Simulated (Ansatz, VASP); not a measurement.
**Rh in VASP and in Ansatz**

File INCAR:

```
PREC = Accurate
ENCUT = 500
EDIFF = 1E-6
ISMEAR = -1
SIGMA = 0.1
LREAL = F
LASPH = T
NELM = 120
ALGO = Normal
ISIF = 2
LWAVE = F
LCHARG = T
GGA = PE
LELF = T
LVHAR = T
NBANDS = 14
GGA_COMPAT = F
```

KPOINTS

```
Automatic mesh
0
Gamma
  17 17 17
```

POSCAR

```
Rh
1.0
   -1.3304808879      1.3304808879      1.3304808879
    1.3304808879     -1.3304808879      1.3304808879
    1.3304808879      1.3304808879     -1.3304808879
Rh
1
Direct
    0.0000000000      0.0000000000      0.0000000000
```

Input for Ansatz:

```yaml
crystal:
  lattice:
    - [-1.3304808879, 1.3304808879, 1.3304808879]
    - [1.3304808879, -1.3304808879, 1.3304808879]
    - [1.3304808879, 1.3304808879, -1.3304808879]
  atoms:
    - { symbol: Rh, position: [0.0, 0.0, 0.0] }
kpoints:
  mp_grid: { grid: [17, 17, 17] }
scf:
  occupations: { method: fermi_dirac, width: 0.1 }
hamiltonian:
  xc: pbe
  pseudopotentials: { kind: all_electron, datasets: crystal }
output:
  forces: true
  stress: true
  eigenvalues: true
```

Change from the starting cell: volume scaled by 0.65, crystal datasets.

Alike in both runs: task single point; functional PBE; k mesh 17 × 17 × 17; occupations fermi-dirac, width 0.1 eV; no spin polarisation.

|  | VASP | Ansatz |
| --- | --- | --- |
| version | VASP 6.6.1 | Ansatz 0.2.0 |
| potentials or method | VASP PAW PBE potentials, release 64 (Rh_pv), cutoff 500 eV | all-electron PAW with datasets made for the crystal, scalar-relativistic |

```csv
,VASP,Ansatz,Ansatz less VASP
pressure (GPa),291.7,289.1,-2.58
```

Both programs put the cell under a high pressure, so it lies far from rest at this level. Ansatz ran all-electron here, and VASP with PAW potentials.

Noted on VASP's run: the cell as given lies far from equilibrium.
